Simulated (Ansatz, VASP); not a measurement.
One calculation of SiC, two programs

POSCAR

```
SiC
1.0
    0.0000000000      2.1671620832      2.1852643348
    2.1671620832      0.0000000000      2.1852643348
    2.1671620832      2.1671620832      0.0000000000
Si C
1 1
Direct
    0.0000000000      0.0000000000      0.0000000000
    0.2500000000      0.2500000000      0.2500000000
```

The input INCAR.step1:

```
PREC = Accurate
ENCUT = 520
ISMEAR = 0
SIGMA = 0.01
LREAL = F
LASPH = T
NELM = 80
NBANDS = 11
GGA = PE
ALGO = Normal
EDIFF = 1E-4
LWAVE = T
LCHARG = F
```

Contents of INCAR.step2:

```
PREC = Accurate
ENCUT = 520
EDIFF = 1E-6
ISMEAR = 0
SIGMA = 0.01
LREAL = F
LASPH = T
NELM = 80
ALGO = Normal
ISIF = 2
LWAVE = F
LCHARG = F
METAGGA = R2SCAN
LMIXTAU = T
NBANDS = 11
ISTART = 1
```

File KPOINTS:

```
regular mesh
0
Gamma
  10 10 10
```

Input for Ansatz:

```yaml
crystal:
  lattice:
    - [0.0, 2.1671620832, 2.1852643348]
    - [2.1671620832, 0.0, 2.1852643348]
    - [2.1671620832, 2.1671620832, 0.0]
  atoms:
    - { symbol: Si, position: [0.0, 0.0, 0.0] }
    - { symbol: C, position: [0.25, 0.25, 0.25] }
kpoints:
  mp_grid: { grid: [10, 10, 10] }
  band_path:
    path:
      - [0.0, 0.0, 0.0]
      - [-0.5, -0.5, 0.0]
      - [-0.375, -0.375, 0.25]
      - [-0.375, 0.0, 0.375]
      - [0.0, 0.0, 0.5]
      - [-0.5, -0.25, 0.25]
      - [0.0, 0.5, 0.5]
    npoints: 1
hamiltonian:
  xc: r2scan
scf:
  occupations: { method: fixed }
  n_extra_bands: 4
output:
  forces: true
  stress: true
  eigenvalues: true
```

Change from the starting cell: epitaxial_xy strain -0.5%.

Alike in both runs: task single point; functional r2SCAN; k mesh 10 × 10 × 10; no spin polarisation.

|  | VASP | Ansatz |
| --- | --- | --- |
| version | VASP 6.6.1 | Ansatz 0.2.0 |
| potentials or method | VASP PAW PBE potentials, release 64 (Si, C) | plane waves, PAW |
| plane-wave cutoff (eV) | 520 | 500 |
| occupations | gaussian, width 0.01 eV | fixed |
| valence electrons in the cell | 8 | 8 |

|  | VASP | Ansatz | Ansatz less VASP |
| --- | --- | --- | --- |
| gap on the k mesh at the Fermi level (eV) | 1.67 | 1.66 | -0.011 |
| pressure (GPa) | 1.4 | 1.6 | +0.18 |
| traceless stress, the component that is largest in VASP (GPa) | -1.59 | -1.58 | +0.007 |

VASP's potentials were made for PBE, not for r2SCAN.
